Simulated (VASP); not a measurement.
A run of VASP 6.6.1:

The input POSCAR:

```
HfGe
1.0
    3.3611051263      0.0000000000      0.0000000000
    0.0000000000      3.3611051263      0.0000000000
    0.0000000000      0.0000000000      3.3611051263
Hf Ge
1 1
Direct
    0.0000000000      0.0000000000      0.0000000000
    0.5000000000      0.5000000000      0.5000000000
```

File INCAR.step1:

```
ALGO = Normal
EDIFF = 1E-5
ENCUT = 520
GGA = PE
ISIF = 2
ISMEAR = -1
LASPH = True
LCHARG = False
LREAL = False
LWAVE = True
NBANDS = 19
NELM = 60
PREC = Accurate
SIGMA = 0.05
```

Contents of INCAR.step2:

```
AEXX = 0.25
ALGO = Normal
EDIFF = 1E-7
ENCUT = 520
GGA = PE
ISIF = 2
ISMEAR = -1
ISTART = 1
LASPH = True
LCHARG = False
LHFCALC = True
LREAL = False
LWAVE = False
NBANDS = 19
NELM = 60
PREC = Accurate
PRECFOCK = Normal
SIGMA = 0.05
```

KPOINTS

```
k-points
0
Gamma
  4 4 4
```

Potentials or basis: VASP PAW PBE potentials, release 64 (Hf_pv, Ge_d).

Command:

```bash
$ cat potpaw_PBE.64/Hf_pv/POTCAR potpaw_PBE.64/Ge_d/POTCAR > POTCAR
$ cp INCAR.step1 INCAR
$ mpirun -np 1 vasp_std > vasp.out
$ cp INCAR.step2 INCAR
$ mpirun -np 1 vasp_std > vasp.out
```

Hardware: 1 thread of Intel Xeon 8259CL (shared host).

Q: Estimate the wall time of this run.

A: Run time: 26 min on 1 thread of Intel Xeon 8259CL (shared host), peak memory 0.17 GiB. Counts: k points 10.
